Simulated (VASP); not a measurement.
Set up this calculation in VASP 6.6.1, as the native input.

* Task: single point
* Functional: r2SCAN
* Potentials or basis: VASP PAW PBE potentials, release 64 (Ge_d)
* Cutoff: 520 eV
* k mesh: 11 × 11 × 11
* Occupations: fermi-dirac, width 0.05 eV
* Spin: no spin polarisation
* Dipole correction: no
* Further INCAR settings: ALGO = Normal; EDIFF = 1e-07; NBANDS = 21

Ge:

```xyz
2
Lattice="-2.5287 2.6857 1.4559 2.5287 -2.6857 1.4559 2.5287 2.6857 -1.4559" Properties=species:S:1:pos:R:3 pbc="T T T"
Ge    0.0000    1.3429    0.1865
Ge    2.5287    1.3429    1.2693
```

The input as run:

POSCAR

```
Ge
1.0
   -2.5287425297      2.6857467767      1.4558563658
    2.5287425297     -2.6857467767      1.4558563658
    2.5287425297      2.6857467767     -1.4558563658
Ge
2
Direct
    0.3140570000      0.0640570000      0.2500000000
    0.6859430000      0.9359430000      0.7500000000
```

INCAR.step1

```
SYSTEM = Ge
PREC = Accurate
ENCUT = 520
ISMEAR = -1
SIGMA = 0.05
LREAL = .False.
LASPH = .True.
NELM = 80
NBANDS = 21
GGA = PE
ALGO = Normal
EDIFF = 1E-4
LWAVE = .True.
LCHARG = .False.
```

INCAR.step2

```
SYSTEM = Ge
PREC = Accurate
ENCUT = 520
EDIFF = 1E-7
ISMEAR = -1
SIGMA = 0.05
LREAL = .False.
LASPH = .True.
NELM = 80
ALGO = Normal
ISIF = 2
LWAVE = .False.
LCHARG = .False.
METAGGA = R2SCAN
LMIXTAU = .True.
NBANDS = 21
ISTART = 1
```

KPOINTS

```
regular mesh
0
Gamma
  11 11 11
  0 0 0
```

Potentials or basis: VASP PAW PBE potentials, release 64 (Ge_d).

Command:

```bash
$ cat potpaw_PBE.64/Ge_d/POTCAR > POTCAR
$ cp INCAR.step1 INCAR
$ mpirun -np 1 vasp_std > vasp.out
$ cp INCAR.step2 INCAR
$ mpirun -np 1 vasp_std > vasp.out
```

It gave:

- Pressure: -4.0 GPa
- Largest force: 0.102 eV/Å
- Band gap on the k mesh: zero (band 14 reaches 8.05 eV, above the bottom of band 15 at 2.89 eV)

Caveat: the PAW data sets were made with another functional, which shifts forces and pressure a little.

Wall time 10 min on 1 thread of Intel Xeon 6975P-C (shared host), peak memory 0.27 GiB.
